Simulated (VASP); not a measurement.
Input of a VASP 6.6.1 run:

The input INCAR:

```
SYSTEM = CsRh3
PREC     = Accurate       ! precision mode
ENCUT    = 600            ! plane-wave cutoff, eV
EDIFF    = 1E-7           ! SCF threshold, eV
ISMEAR   = 0              ! smearing method
SIGMA    = 0.1            ! smearing width, eV
LREAL    = .False.        ! projectors in reciprocal space
LASPH    = .True.         ! aspherical terms in the spheres
NELM     = 100            ! most SCF steps
ALGO     = Normal         ! electronic algorithm
ISIF     = 3              ! what is computed and relaxed
LWAVE    = .False.        ! write WAVECAR
LCHARG   = .False.        ! write CHGCAR
GGA      = PE             ! functional
IBRION   = 2              ! ionic algorithm
NSW      = 90             ! ionic steps
EDIFFG   = -0.04          ! ionic threshold
```

The input KPOINTS:

```
Automatic mesh
0
Gamma
  4 4 4
  0 0 0
```

The input POSCAR:

```
CsRh3
1.0
    4.3454268198      0.0000000000      0.0000000000
    0.0000000000      4.3454268198      0.0000000000
    0.0000000000      0.0000000000      4.3454268198
Cs Rh
1 3
Direct
    0.0000000000      0.0000000000      0.0000000000
    0.0000000000      0.5000000000      0.5000000000
    0.5000000000      0.0000000000      0.5000000000
    0.5000000000      0.5000000000      0.0000000000
```

Potentials or basis: VASP PAW PBE potentials, release 64 (Cs_sv, Rh_pv).

Launch:

```bash
$ cat potpaw_PBE.64/Cs_sv/POTCAR potpaw_PBE.64/Rh_pv/POTCAR > POTCAR
$ mpirun -np 1 vasp_std > vasp.out
```

(1) Estimate the relaxed cell.

(2) Predict the relaxed volume.

(3) Predict the space group after relaxing (to 0.1 Å).

Results:

(1) a = 4.197 Å, b = 4.197 Å, c = 4.197 Å, α = 90.00°, β = 90.00°, γ = 90.00°.

(2) 18.48 Å³/atom.

(3) Pm-3m (No. 221).

Caveat: the k points lie up to 0.37 Å⁻¹ apart in the final cell, too coarse for converged energies and pressures of a metal.
